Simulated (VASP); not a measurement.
Here is a VASP 6.6.1 calculation.

The input POSCAR:

```
Si
1.0
    0.0000000000      2.7227277380      2.7227277380
    2.7227277380      0.0000000000      2.7227277380
    2.7227277380      2.7227277380      0.0000000000
Si
2
Direct
    0.5000000000      0.5000000000      0.5000000000
    0.7500000000      0.7500000000      0.7500000000
```

INCAR.step1

```
  ALGO = Normal
  EDIFF = 1E-4
  ENCUT = 520
  GGA = PE
  ISMEAR = -1
  LASPH = T
  LCHARG = F
  LREAL = F
  LWAVE = T
  NBANDS = 11
  NELM = 60
  PREC = Accurate
  SIGMA = 0.05
```

Contents of INCAR.step2:

```
  ALGO = Normal
  EDIFF = 1E-7
  ENCUT = 520
  ISIF = 2
  ISMEAR = -1
  ISTART = 1
  LASPH = T
  LCHARG = T
  LELF = T
  LMIXTAU = T
  LREAL = F
  LVHAR = T
  LWAVE = F
  METAGGA = R2SCAN
  NBANDS = 11
  NELM = 60
  PREC = Accurate
  SIGMA = 0.05
```

Contents of KPOINTS:

```
k-points
0
Gamma
  14 14 14
```

Potentials or basis: VASP PAW PBE potentials, release 64 (Si).

Command:

```bash
$ cat potpaw_PBE.64/Si/POTCAR > POTCAR
$ cp INCAR.step1 INCAR
$ mpirun -np 1 vasp_std > vasp.out
$ cp INCAR.step2 INCAR
$ mpirun -np 1 vasp_std > vasp.out
```

(1) Estimate the pressure.

(2) Estimate the band gap on the k mesh.

## Answers

(1) -0.3 GPa.

(2) 0.79 eV, indirect (least direct gap 2.75 eV).

Caveat: the PAW data sets were made with another functional, which shifts forces and pressure a little.
